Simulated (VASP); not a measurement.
# ZnO (Pm-3m) in VASP: a series of runs, part 2 of 2

VASP 6.6.1. Earlier steps stand in the parts before.

### 4 Relaxation of cell and atoms, PBE

This run uses another cell than the first one, of 13.26 Å³/atom, 1.154 times its volume.

INCAR

```
SYSTEM = ZnO
  ALGO = Normal
  EDIFF = 1E-7
  EDIFFG = -0.04
  ENCUT = 600
  GGA = PE
  IBRION = 2
  ISIF = 3
  ISMEAR = 0
  LASPH = .TRUE.
  LCHARG = .FALSE.
  LREAL = .FALSE.
  LWAVE = .FALSE.
  NELM = 80
  NSW = 90
  PREC = Accurate
  SIGMA = 0.1
```

KPOINTS

```
k-points
0
G
  4 4 4
  0 0 0
```

POSCAR

```
ZnO
1.0
    4.3008640000      0.0000000000      0.0000000000
    0.0000000000      4.3008640000      0.0000000000
    0.0000000000      0.0000000000      4.3008640000
Zn O
3 3
Direct
    0.5000000000      0.0000000000      0.0000000000
    0.0000000000      0.5000000000      0.0000000000
    0.0000000000      0.0000000000      0.5000000000
    0.0000000000      0.5000000000      0.5000000000
    0.5000000000      0.0000000000      0.5000000000
    0.5000000000      0.5000000000      0.0000000000
```

The run is started by

```sh
$ cat potpaw_PBE.64/Zn/POTCAR potpaw_PBE.64/O/POTCAR > POTCAR
$ mpirun -np 1 vasp_std > vasp.out
```

Wall time 97 s (1 thread of Intel Xeon Platinum 8259CL at 2.50GHz (Skylake/Cascade Lake), shared host); peak memory 0.22 GiB.

The run converged. Its results:

```
Free energy                            : -22.0897 eV
Relaxed volume                         : 11.55 Å³/atom
Relaxed cell                           : a = 4.108 Å, b = 4.108 Å, c = 4.108 Å, α = 90.00°, β = 90.00°, γ = 90.00°
Space group after relaxing (to 0.05 Å) : Pm-3m (No. 221)
Energy gained by relaxing              : 74.2 meV/atom
Ionic steps                            : 3
Pressure after relaxing                : 0.1 GPa
Band gap on the k mesh                 : zero (band 27 reaches 1.87 eV, above the bottom of band 28 at 1.23 eV)
```

Step by step:
| step | energy change (eV) | largest force (eV/Å) | pressure (GPa) | volume (Å³) |
| --- | --- | --- | --- | --- |
| 1 | 0.0000 | 0.0000 | -12.21 | 79.55 |
| 2 | -0.4409 | 0.0000 | 1.54 | 68.48 |
| 3 | -0.4449 | 0.0000 | 0.08 | 69.30 |

Final structure:
```yaml
crystal:
  lattice:
    - [4.10751, 0.00000, 0.00000]
    - [0.00000, 4.10751, 0.00000]
    - [0.00000, 0.00000, 4.10751]
  atoms:
    - { symbol: Zn, position: [0.50000, 0.00000, 0.00000] }
    - { symbol: Zn, position: [0.00000, 0.50000, 0.00000] }
    - { symbol: Zn, position: [0.00000, 0.00000, 0.50000] }
    - { symbol: O, position: [0.00000, 0.50000, 0.50000] }
    - { symbol: O, position: [0.50000, 0.00000, 0.50000] }
    - { symbol: O, position: [0.50000, 0.50000, 0.00000] }
```

Levels at points of the mesh, in eV from the Fermi level:
| k point | band 23 | band 24 | band 25 | band 26 | band 27 | band 28 | band 29 | band 30 | band 31 | band 32 |
| --- | --- | --- | --- | --- | --- | --- | --- | --- | --- | --- |
| (0.00, 0.00, 0.00) | -2.96 | -2.96 | -1.92 | -0.57 | -0.57 | -0.57 | 4.90 | 4.90 | 6.57 | 6.57 |
| (0.50, 0.00, 0.00) | -3.30 | -2.44 | -1.61 | -0.61 | -0.61 | 1.53 | 2.04 | 5.86 | 5.86 | 7.80 |
| (0.50, 0.50, 0.00) | -2.92 | -2.06 | -0.80 | -0.14 | -0.10 | 1.22 | 4.55 | 4.55 | 5.23 | 8.63 |
| (0.50, 0.50, 0.50) | -2.12 | 0.05 | 0.05 | 0.05 | 0.07 | 0.07 | 6.65 | 6.65 | 6.65 | 7.32 |

Caveat: the k points lie up to 0.38 Å⁻¹ apart in the final cell.

### 5 Single point, PBE

This run uses another cell than the first one, of 11.54 Å³/atom, 1.005 times its volume.

INCAR

```
SYSTEM = ZnO
PREC = Accurate
ENCUT = 520
EDIFF = 1E-6
ISMEAR = 0
SIGMA = 0.1
LREAL = .False.
LASPH = .True.
NELM = 60
ALGO = Normal
ISIF = 2
LWAVE = .False.
LCHARG = .False.
GGA = PE
NBANDS = 36
```

KPOINTS

```
regular mesh
0
Gamma
  10 10 10
  0 0 0
```

POSCAR, as its differences from that of step 4:

```diff
@@ -2,5 +2,5 @@
 1.0
-    4.3008640000      0.0000000000      0.0000000000
-    0.0000000000      4.3008640000      0.0000000000
-    0.0000000000      0.0000000000      4.3008640000
+    4.1066135643      0.0000000000      0.0000000000
+    0.0000000000      4.1066135643      0.0000000000
+    0.0000000000      0.0000000000      4.1066135643
 Zn O
```

The run is started by

```sh
$ cat potpaw_PBE.64/Zn/POTCAR potpaw_PBE.64/O/POTCAR > POTCAR
$ mpirun -np 1 vasp_std > vasp.out
```

Wall time 2.2 min (1 thread of Intel Xeon Platinum 8259CL at 2.50GHz (Skylake/Cascade Lake), shared host); peak memory 0.24 GiB.

The run converged. Its results:

- Free energy: -22.0511 eV
- Pressure: 1.0 GPa
- Band gap on the k mesh: zero (band 27 reaches 1.88 eV, above the bottom of band 28 at 1.23 eV)

Levels at points of the mesh, in eV from the Fermi level:
```
           k point  band 23  band 24  band 25  band 26  band 27  band 28  band 29  band 30  band 31  band 32
(0.00, 0.00, 0.00)    -2.89    -2.89    -1.85    -0.52    -0.52    -0.52     4.97     4.97     6.63     6.63
(0.50, 0.00, 0.00)    -3.23    -2.37    -1.57    -0.55    -0.55     1.59     2.11     5.93     5.93     7.88
(0.50, 0.50, 0.00)    -2.84    -2.01    -0.75    -0.09    -0.02     1.29     4.62     4.62     5.29     8.70
(0.50, 0.50, 0.50)    -2.07     0.12     0.12     0.13     0.13     0.13     6.72     6.72     6.72     7.39
```

### 6 Single point, PBE, collinear spin, ferromagnetic start

INCAR

```
PREC     = Accurate       # precision mode
ENCUT    = 520            # plane-wave cutoff, eV
EDIFF    = 1E-7           # SCF threshold, eV
ISMEAR   = 0              # smearing method
SIGMA    = 0.1            # smearing width, eV
LREAL    = F              # projectors in reciprocal space
LASPH    = T              # aspherical terms in the spheres
NELM     = 150            # most SCF steps
ALGO     = Normal         # electronic algorithm
ISIF     = 2              # what is computed and relaxed
LWAVE    = F              # write WAVECAR
LCHARG   = F              # write CHGCAR
ISPIN    = 2              # spin polarisation
MAGMOM   = 0 0 0 1 1 1    # initial moments
LORBIT   = 11             # projections on sites
GGA      = PE             # functional
NBANDS   = 40             # bands
```

KPOINTS

```
regular mesh
0
Gamma
  4 4 4
```

POSCAR, as its differences from that of step 5:

```diff
@@ -2,5 +2,5 @@
 1.0
-    4.1066135643      0.0000000000      0.0000000000
-    0.0000000000      4.1066135643      0.0000000000
-    0.0000000000      0.0000000000      4.1066135643
+    4.1004532663      0.0000000000      0.0000000000
+    0.0000000000      4.1004532663      0.0000000000
+    0.0000000000      0.0000000000      4.1004532663
 Zn O
```

Potentials or basis: VASP PAW PBE potentials, release 64 (Zn, O).

The run is started by

```sh
$ cat potpaw_PBE.64/Zn/POTCAR potpaw_PBE.64/O/POTCAR > POTCAR
$ mpirun -np 1 vasp_std > vasp.out
```

It took 85 s on 1 thread of Intel Xeon Platinum 8259CL at 2.50GHz (Skylake/Cascade Lake), shared host; peak memory 0.2 GiB.

Results (log left out):

```yaml
Free_energy: -22.0622 eV
Pressure: 0.9 GPa
Band_gap_on_the_k_mesh: zero (filled and empty bands overlap)
Net_moment: 0.00 μB per cell
Valence_electrons_inside_the_program's_atomic_spheres: Zn 10.72; O 4.94
```

Levels at points of the mesh, in eV from the Fermi level:
Spin up:
| k point | band 24 | band 25 | band 26 | band 27 | band 28 | band 29 | band 30 | band 31 |
| --- | --- | --- | --- | --- | --- | --- | --- | --- |
| (0.00, 0.00, 0.00) | -2.99 | -1.92 | -0.58 | -0.58 | -0.58 | 4.93 | 4.93 | 6.58 |
| (0.50, 0.00, 0.00) | -2.45 | -1.63 | -0.62 | -0.62 | 1.54 | 2.04 | 5.87 | 5.87 |
| (0.50, 0.50, 0.00) | -2.08 | -0.81 | -0.14 | -0.10 | 1.22 | 4.57 | 4.57 | 5.23 |
| (0.50, 0.50, 0.50) | 0.06 | 0.06 | 0.06 | 0.07 | 0.07 | 6.68 | 6.68 | 6.68 |
Spin down:
```csv
k point,band 23,band 24,band 25,band 26,band 27,band 28,band 29,band 30,band 31,band 32
"(0.00, 0.00, 0.00)",-2.99,-2.99,-1.92,-0.58,-0.58,-0.58,4.93,4.93,6.58,6.58
"(0.50, 0.00, 0.00)",-3.32,-2.45,-1.63,-0.62,-0.62,1.54,2.04,5.87,5.87,7.85
"(0.50, 0.50, 0.00)",-2.92,-2.08,-0.81,-0.14,-0.10,1.22,4.57,4.57,5.23,8.66
"(0.50, 0.50, 0.50)",-2.15,0.06,0.06,0.06,0.07,0.07,6.68,6.68,6.68,7.34
```

Caveat: the k points lie up to 0.38 Å⁻¹ apart.

### 7 Single point, PBE, collinear spin, ferromagnetic start

This run uses another cell than the first one, of 13.26 Å³/atom, 1.154 times its volume.

INCAR

```
PREC = Accurate ; ENCUT = 520
EDIFF = 1E-6 ; ISMEAR = 0
SIGMA = 0.1 ; LREAL = False
LASPH = True ; NELM = 150
ALGO = Normal ; ISIF = 2
LWAVE = False ; LCHARG = False
ISPIN = 2 ; MAGMOM = 0 0 0 1 1 1
LORBIT = 11 ; GGA = PE
NBANDS = 40
```

KPOINTS is that of step 6.

POSCAR, as its differences from that of step 6:

```diff
@@ -2,5 +2,5 @@
 1.0
-    4.1004532663      0.0000000000      0.0000000000
-    0.0000000000      4.1004532663      0.0000000000
-    0.0000000000      0.0000000000      4.1004532663
+    4.3008640000      0.0000000000      0.0000000000
+    0.0000000000      4.3008640000      0.0000000000
+    0.0000000000      0.0000000000      4.3008640000
 Zn O
```

The run is started by

```sh
$ cat potpaw_PBE.64/Zn/POTCAR potpaw_PBE.64/O/POTCAR > POTCAR
$ mpirun -np 1 vasp_std > vasp.out
```

It took 83 s on 1 thread of Intel Xeon Platinum 8259CL at 2.50GHz (Skylake/Cascade Lake), shared host; peak memory 0.22 GiB.

Results (log left out):

```yaml
Free_energy: -21.6410 eV
Pressure: -12.1 GPa
Band_gap_on_the_k_mesh: zero (filled and empty bands overlap)
Net_moment: 0.00 μB per cell
Valence_electrons_inside_the_program's_atomic_spheres: Zn 10.58; O 4.87
```

Levels at points of the mesh, in eV from the Fermi level:
Spin up:
| k point | band 24 | band 25 | band 26 | band 27 | band 28 | band 29 | band 30 | band 31 |
| --- | --- | --- | --- | --- | --- | --- | --- | --- |
| (0.00, 0.00, 0.00) | -2.45 | -2.13 | -0.36 | -0.36 | -0.36 | 3.96 | 3.96 | 6.19 |
| (0.50, 0.00, 0.00) | -2.29 | -1.28 | -0.42 | -0.42 | 1.09 | 1.83 | 5.61 | 5.61 |
| (0.50, 0.50, 0.00) | -1.68 | -0.60 | -0.20 | -0.01 | 1.33 | 3.89 | 3.89 | 5.10 |
| (0.50, 0.50, 0.50) | -0.08 | -0.08 | -0.08 | 0.14 | 0.14 | 5.77 | 5.77 | 5.77 |
Spin down:
```tsv
k point	band 25	band 26	band 27	band 28	band 29	band 30
(0.00, 0.00, 0.00)	-2.13	-0.36	-0.36	-0.36	3.96	3.96
(0.50, 0.00, 0.00)	-1.28	-0.42	-0.42	1.09	1.83	5.61
(0.50, 0.50, 0.00)	-0.60	-0.20	-0.01	1.33	3.89	3.89
(0.50, 0.50, 0.50)	-0.08	-0.08	0.15	0.15	5.77	5.77
```

Caveat: the k points lie up to 0.37 Å⁻¹ apart.

### 8 Overview

```tsv
task	spin	cell	k mesh	cutoff (eV)	gap on the mesh (eV)	pressure (GPa)	moment (μB)
single point	off	a = 4.100 Å, 6 atoms	4 × 4 × 4	520	none	0.9	-
single point	off	a = 4.301 Å, 6 atoms	4 × 4 × 4	520	none	-12.1	-
relaxation of cell and atoms	off	relaxed from a = 4.301 Å, 6 atoms	4 × 4 × 4	600	none	0.1	-
single point	off	a = 4.107 Å, 6 atoms	10 × 10 × 10	520	none	1.0	-
single point	collinear, ferromagnetic start	a = 4.100 Å, 6 atoms	4 × 4 × 4	520	none	0.9	0.00
single point	collinear, ferromagnetic start	a = 4.301 Å, 6 atoms	4 × 4 × 4	520	none	-12.1	0.00
```

Alike in all rows: level PBE; potentials or basis VASP PAW PBE potentials, release 64 (Zn, O); smearing gaussian 0.1 eV.

Caveats: some runs use coarse meshes.

Total energies depend on the potentials used, so only differences within one code and one set of settings carry meaning.
